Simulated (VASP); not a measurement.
Input of a VASP 6.6.1 run:

INCAR

```
SYSTEM = Pb
  PREC = Accurate
  ENCUT = 520
  EDIFF = 1E-7
  ISMEAR = -5
  SIGMA = 0.05
  LREAL = .False.
  LASPH = .True.
  NELM = 150
  ALGO = Normal
  ISIF = 2
  LWAVE = .False.
  LCHARG = .False.
  ISPIN = 2
  MAGMOM = 1
  LORBIT = 11
  NUPDOWN = 1.0
  GGA = RP
  NBANDS = 17
```

KPOINTS

```
Automatic mesh
0
Gamma
  9 9 9
  0 0 0
```

POSCAR

```
Pb
1.0
   -1.9927702770      1.9927702770      1.9927702770
    1.9927702770     -1.9927702770      1.9927702770
    1.9927702770      1.9927702770     -1.9927702770
Pb
1
Direct
    0.0000000000      0.0000000000      0.0000000000
```

Potentials or basis: VASP PAW PBE potentials, release 64 (Pb_d).

Launch:

```console
$ cat potpaw_PBE.64/Pb_d/POTCAR > POTCAR
$ mpirun -np 1 vasp_std > vasp.out
```

Task: What does it give for the pressure?

Result: 5.2 GPa.

Caveat: the PAW data sets were made with another functional, which shifts forces and pressure a little; the total moment is fixed, so each spin has its own Fermi level.
